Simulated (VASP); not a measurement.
Set up this calculation in VASP 6.6.1, as the native input.

| Property | Result |
| --- | --- |
| Task | single point |
| Functional | r2SCAN |
| Potentials or basis | VASP PAW PBE potentials, release 64 (B, N) |
| Cutoff | 520 eV |
| k mesh | 12 × 12 × 6 |
| Occupations | gaussian, width 0.05 eV |
| Spin | no spin polarisation |
| Dipole correction | no |
| Further INCAR settings | ALGO = Normal; EDIFF = 1e-07; NBANDS = 16 |

BN:

```
B N
1.0
     2.46765    0.00000    0.00000
    -1.23382    2.13705    0.00000
     0.00000    0.00000    4.14463
B N
2 2
Direct
  0.66667 0.33333 0.99980
  0.33333 0.66667 0.49980
  0.66667 0.33333 0.62520
  0.33333 0.66667 0.12520
```

This cell differs from its parent crystal: strain -0.030 along x and y, -0.015 along z.

One way to write it, as run:

POSCAR

```
BN
1.0
    2.4676475277      0.0000000000      0.0000000000
   -1.2338237638      2.1370454466      0.0000000000
    0.0000000000      0.0000000000      4.1446287606
B N
2 2
Direct
    0.6666666667      0.3333333333      0.9997995909
    0.3333333333      0.6666666667      0.4997995909
    0.6666666667      0.3333333333      0.6252004091
    0.3333333333      0.6666666667      0.1252004091
```

INCAR.step1

```
SYSTEM = BN
PREC = Accurate
ENCUT = 520
ISMEAR = 0
SIGMA = 0.05
LREAL = .False.
LASPH = .True.
NELM = 60
NBANDS = 16
GGA = PE
ALGO = Normal
EDIFF = 1E-4
LWAVE = .True.
LCHARG = .False.
```

INCAR.step2

```
SYSTEM = BN
PREC = Accurate
ENCUT = 520
EDIFF = 1E-7
ISMEAR = 0
SIGMA = 0.05
LREAL = .False.
LASPH = .True.
NELM = 60
ALGO = Normal
ISIF = 2
LWAVE = .False.
LCHARG = .True.
METAGGA = R2SCAN
LMIXTAU = .True.
LELF = .True.
LVHAR = .True.
NBANDS = 16
ISTART = 1
```

KPOINTS

```
regular mesh
0
Gamma
  12 12 6
  0 0 0
```

Potentials or basis: VASP PAW PBE potentials, release 64 (B, N).

Command:

```bash
$ cat potpaw_PBE.64/B/POTCAR potpaw_PBE.64/N/POTCAR > POTCAR
$ cp INCAR.step1 INCAR
$ mpirun -np 1 vasp_std > vasp.out
$ cp INCAR.step2 INCAR
$ mpirun -np 1 vasp_std > vasp.out
```

Results of the run:

- Pressure: 35.7 GPa
- Largest force: 0.121 eV/Å
- Band gap on the k mesh: 5.53 eV (least direct gap 9.22 eV)

Caveat: the cell differs from its parent crystal (strain -0.030 along x and y, -0.015 along z); the cell stands under pressure; the PAW data sets were made with another functional, which shifts forces and pressure a little.

Run time: 56 s on 1 thread of Intel(R) Xeon(R) 6975P-C (Granite Rapids) (shared host), peak memory 0.14 GiB.
